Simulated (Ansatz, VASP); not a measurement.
## Two plane-wave programs on BP

File INCAR:

```
SYSTEM = BP
PREC = Accurate
ENCUT = 500
EDIFF = 1E-6
ISMEAR = -1
SIGMA = 0.05
LREAL = .FALSE.
LASPH = .TRUE.
NELM = 120
ALGO = Normal
ISIF = 2
LWAVE = .FALSE.
LCHARG = .FALSE.
GGA = PE
NBANDS = 11
GGA_COMPAT = .FALSE.
```

KPOINTS

```
Automatic mesh
0
G
  8 8 8
  0 0 0
```

File POSCAR:

```
BP
1.0
    0.0000000000      2.2690000000      2.2690000000
    2.2690000000      0.0000000000      2.2690000000
    2.2690000000      2.2690000000      0.0000000000
B P
1 1
Direct
    0.0000000000      0.0000000000      0.0000000000
    0.2500000000      0.2500000000      0.2500000000
```

Input for Ansatz:

```yaml
crystal:
  lattice:
    - [0.0, 2.269, 2.269]
    - [2.269, 0.0, 2.269]
    - [2.269, 2.269, 0.0]
  atoms:
    - { symbol: B, position: [0.0, 0.0, 0.0] }
    - { symbol: P, position: [0.25, 0.25, 0.25] }
basis:
  ecutwfc: 550.0
kpoints:
  mp_grid:
    grid: [8, 8, 8]
hamiltonian:
  pseudopotentials:
    kind: paw
scf:
  convergence:
    dr2_threshold: 1.0e-09
  occupations:
    method: fermi_dirac
    width: 0.05
output:
  stress: true
```

Alike in both runs: task single point; functional PBE; k mesh 8 × 8 × 8; occupations fermi-dirac, width 0.05 eV; no spin polarisation.

|  | VASP | Ansatz |
| --- | --- | --- |
| version | VASP 6.6.1 | Ansatz 0.2.0 |
| potentials or method | VASP PAW PBE potentials, release 64 (B, P), cutoff 500 eV | plane waves, PAW |
| valence electrons in the cell | 8 | 8 |

```csv
,VASP,Ansatz,Ansatz less VASP
pressure (GPa),0.9,1.1,+0.22
```

Ansatz's warnings: stress scf threshold loose.
